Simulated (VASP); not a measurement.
# WC (P-6m2) in VASP: phonons with r2SCAN

Aim: the phonons of WC with r2SCAN.

Program: VASP 6.6.1. These are calculated values, not measurements. Logs are shortened: lines on timing, memory, paths and dates and some standing lists are left out, and cuts for length are marked.

## (1) The cell of the first run

It takes space group P-6m2 (No. 187, hexagonal). The conventional cell has a = 2.893 Å, b = 2.893 Å, c = 2.817 Å, α = 90.00°, β = 90.00°, γ = 120.00°. W (site symmetry -6m2) has 6 C at 2.18 Å and 8 W at 2.82 to 2.89 Å within 2.9 Å. C (site symmetry -6m2) has 6 W at 2.18 Å and 8 C at 2.82 to 2.89 Å within 2.9 Å.

## (2) Phonons, r2SCAN (10.21 Å³/atom)

INCAR

```
SYSTEM = WC
ALGO = Normal ; EDIFF = 1E-8
ENCUT = 520 ; IBRION = 6
ISIF = 2 ; ISMEAR = -1
LASPH = .True. ; LCHARG = .True.
LMIXTAU = .True. ; LREAL = .False.
LWAVE = .False. ; METAGGA = R2SCAN
NELM = 80 ; NFREE = 2
NSW = 1 ; POTIM = 0.015
PREC = Accurate ; SIGMA = 0.1
```

KPOINTS

```
k-points
0
Gamma
  14 14 14
  0 0 0
```

POSCAR

```
WC
1.0
    2.8928693339      0.0000000000      0.0000000000
   -1.4464346670      2.5052983330      0.0000000000
    0.0000000000      0.0000000000      2.8166950159
W C
1 1
Direct
    0.0000000000      0.0000000000      0.0000000000
    0.6666666667      0.3333333333      0.5000000000
```

Potentials or basis: VASP PAW PBE potentials, release 64 (W_sv, C).

Started as:

```bash
$ cat potpaw_PBE.64/W_sv/POTCAR potpaw_PBE.64/C/POTCAR > POTCAR
$ mpirun -np 1 vasp_std > vasp.out
```

OUTCAR:

```text
SYSTEM = WC
   EDIFF = 1E-8
   ENCUT = 520
   IBRION = 6
   ISIF = 2
   ISMEAR = -1
   LASPH = .True.
   LREAL = .False.
   METAGGA = R2SCAN
   NELM = 80
   NFREE = 2
   NSW = 1
   POTIM = 0.015
   PREC = Accurate

 ion  position               nearest neighbor table
   1  0.000  0.000  0.000-   2 2.18   2 2.18   2 2.18   2 2.18   2 2.18   2 2.18
   2  0.667  0.333  0.500-   1 2.18   1 2.18   1 2.18   1 2.18   1 2.18   1 2.18

  LATTYP: Found a hexagonal cell.
 ALAT       =     2.8928693339
 C/A-ratio  =     0.9736682480

  Lattice vectors:

 A1 = (   2.8928693339,   0.0000000000,   0.0000000000)
 A2 = (  -1.4464346670,   2.5052983330,   0.0000000000)
 A3 = (   0.0000000000,   0.0000000000,   2.8166950159)

Analysis of symmetry for initial positions (statically):
=====================================================================
 Subroutine PRICEL returns:
 Original cell was already a primitive cell.

 Routine SETGRP: Setting up the symmetry group for a
 hexagonal supercell.

 Subroutine GETGRP returns: Found 12 space group operations
 (whereof 12 operations were pure point group operations)
 out of a pool of 24 trial point group operations.

The static configuration has the point symmetry D_3h.

Analysis of symmetry for dynamics (positions and initial velocities):
=====================================================================
 Subroutine PRICEL returns:
 Original cell was already a primitive cell.

 Routine SETGRP: Setting up the symmetry group for a
 hexagonal supercell.

 Subroutine GETGRP returns: Found 12 space group operations
 (whereof 12 operations were pure point group operations)
 out of a pool of 24 trial point group operations.

The dynamic configuration has the point symmetry D_3h.

 Subroutine INISYM returns: Found 12 space group operations
 (whereof 12 operations are pure point group operations),
 and found     1 'primitive' translations

----------------------------------------------------------------------------------------

                                     Primitive cell

  volume of cell :      20.4140
[... 425 lines left out ...]

 number of electron      18.0000001 magnetization

 Free energy of the ion-electron system (eV)
  ---------------------------------------------------
  ext. energy  EPLUGINS =         0.00000000
  ---------------------------------------------------
  free energy    TOTEN  =       -61.59890368 eV

  energy without entropy =      -61.58993949  energy(sigma->0) =      -61.59442159

 E-fermi :  11.2036     XC(G=0): -15.0746

 val. band max:       11.1618419898   @ k =   0.0714   0.0714   0.4286
 cond. band min:      11.2412421363   @ k =   0.3571   0.2143   0.0000
 fundamental gap:      0.0794001464
 Fermi energy:        11.2035650269

 k-point     1 :       0.0000    0.0000    0.0000
  band No.  band energies     occupation
      1     -64.7070      2.00000
      2     -28.0077      2.00000
      3     -27.9034      2.00000
      4     -27.9034      2.00000
      5      -4.1725      2.00000
      6       6.6094      2.00000
      7       7.6262      2.00000
      8       7.6262      2.00000
      9      11.3342      0.42631
     10      14.7011      0.00000
     11      14.7011      0.00000
     12      17.2741      0.00000
     13      17.2741      0.00000
[... 354 lines left out ...]
  band No.  band energies     occupation
      1     -64.6286      2.00000
      2     -28.6126      2.00000
      3     -28.4622      2.00000
      4     -27.8675      2.00000
      5       0.0119      2.00000
      6       4.2253      2.00000
      7       6.5067      2.00000
      8       7.5494      2.00000
      9      11.9141      0.00164
     10      12.0855      0.00030
     11      13.5489      0.00000
     12      14.8649      0.00000
     13      20.9729      0.00000

 [... further k-points ...]

------------------------ aborting loop because EDIFF is reached ----------------------------------------

  FORCE on cell =-STRESS in cart. coord.  units (eV):
  Direction    XX          YY          ZZ          XY          YZ          ZX
  --------------------------------------------------------------------------------------
  -------------------------------------------------------------------------------------
  Total        1.2866927      1.2866927      1.5135243     -0.0000000      0.0000000     -0.0000000
  in kB      100.9851082    100.9851082    118.7878119     -0.0000000      0.0000000     -0.0000000
  external PRESSURE =     106.9193428 kB  Pullay stress =       0.0000000 kB
[... 17 lines left out ...]
  FREE ENERGIE OF THE ION-ELECTRON SYSTEM (eV)
  ---------------------------------------------------
  free  energy   TOTEN  =       -61.5989036835 eV

  energy  without entropy=      -61.5899394930  energy(sigma->0) =      -61.59442159

 INTERNAL STRAIN TENSORS FROM DISPLACED ATOMS
 ============================================

 INTERNAL STRAIN TENSOR FOR ION    1 for displacements in x,y,z  (eV/Angst):
          X           Y           Z          XY          YZ          ZX
  --------------------------------------------------------------------------------
  x    -0.00000     0.00000    -0.00000     5.70222     0.00000     0.00000
  y     5.70222    -5.70222     0.00000     0.00000     0.00000     0.00000
  z     0.00000     0.00000     0.00000     0.00000     0.00000     0.00000

 INTERNAL STRAIN TENSOR FOR ION    2 for displacements in x,y,z  (eV/Angst):
          X           Y           Z          XY          YZ          ZX
  --------------------------------------------------------------------------------
  x     0.00000    -0.00000     0.00000    -5.70770     0.00000     0.00000
  y    -5.70770     5.70770     0.00000    -0.00000     0.00000     0.00000
  z     0.00000     0.00000     0.00000     0.00000     0.00000     0.00000

 Eigenvectors and eigenvalues of the dynamical matrix
 ----------------------------------------------------

   1 f  =   19.253489 THz   120.973236 2PiTHz  642.227247 cm-1    79.625995 meV
             X         Y         Z           dx          dy          dz
      0.000000  0.000000  0.000000    -0.150368    0.196860    0.000000
      1.446435  0.835099  1.408348     0.588093   -0.769923    0.000000
[... 21 lines left out ...]
   6 f/i=    0.001617 THz     0.010163 2PiTHz    0.053953 cm-1     0.006689 meV
             X         Y         Z           dx          dy          dz
      0.000000  0.000000  0.000000     0.967434    0.052037    0.000000
      1.446435  0.835099  1.408348     0.247361    0.013305    0.000000

 ELASTIC MODULI CONTR FROM IONIC RELAXATION (kBar)
 Direction    XX          YY          ZZ          XY          YZ          ZX
 --------------------------------------------------------------------------------
 XX        -149.3282    149.3282     -0.0000      0.0000      0.0000      0.0000
 YY         149.3282   -149.3282      0.0000      0.0000     -0.0000      0.0000
 ZZ          -0.0000      0.0000     -0.0000      0.0000      0.0000      0.0000
 XY           0.0000      0.0000      0.0000   -149.3282      0.0000      0.0000
 YZ           0.0000     -0.0000      0.0000      0.0000     -0.0000      0.0000
 ZX           0.0000      0.0000      0.0000      0.0000      0.0000      0.0000
 --------------------------------------------------------------------------------
```

stdout:

```text
POSCAR found type information on POSCAR W C
 POSCAR found :  2 types and       2 ions
 scaLAPACK will be used
 -----------------------------------------------------------------------------
|                                                                             |
|                                                                             |
|     You enforced a specific xc type in the INCAR file but a different       |
|     I HOPE YOU KNOW WHAT YOU ARE DOING!                                     |
|                                                                             |
 -----------------------------------------------------------------------------

 LDA part: xc-table for (None), standard interpolation
 POSCAR, INCAR and KPOINTS ok, starting setup
 FFT: planning ... GRIDC
 FFT: planning ... GRID_SOFT
 FFT: planning ... GRID
 WAVECAR not read
 entering main loop
 Found     4 degrees of freedom:
 Finite differences POTIM= 0.01500 DOF=   4
 bond charge predicted
 Finite differences progress:
 bond charge predicted
 Finite differences progress:
 bond charge predicted
 Finite differences progress:
 bond charge predicted
 Finite differences progress:
 bond charge predicted
 Finite differences progress:
 bond charge predicted
 Finite differences progress:
 bond charge predicted
 Finite differences progress:
 bond charge predicted
 Finite differences progress:
```

Wall time 49 min (1 thread of Intel Xeon Platinum 8259CL at 2.50GHz (Skylake/Cascade Lake), shared host); peak memory 0.48 GiB.

Results:

```yaml
Highest_phonon_frequency_at_Γ: 642 cm⁻¹
```

Phonon frequencies in cm⁻¹ (negative: imaginary):
```tsv
q point	frequencies
(0.000, 0.000, 0.000)	0 0 0 603 642 642
```

Caveat: the cell stands under pressure or tension, which shifts response properties; the PAW data sets were made with another functional, which shifts forces and pressure a little; spin-orbit coupling is left out, which moves the levels of the heavy elements.
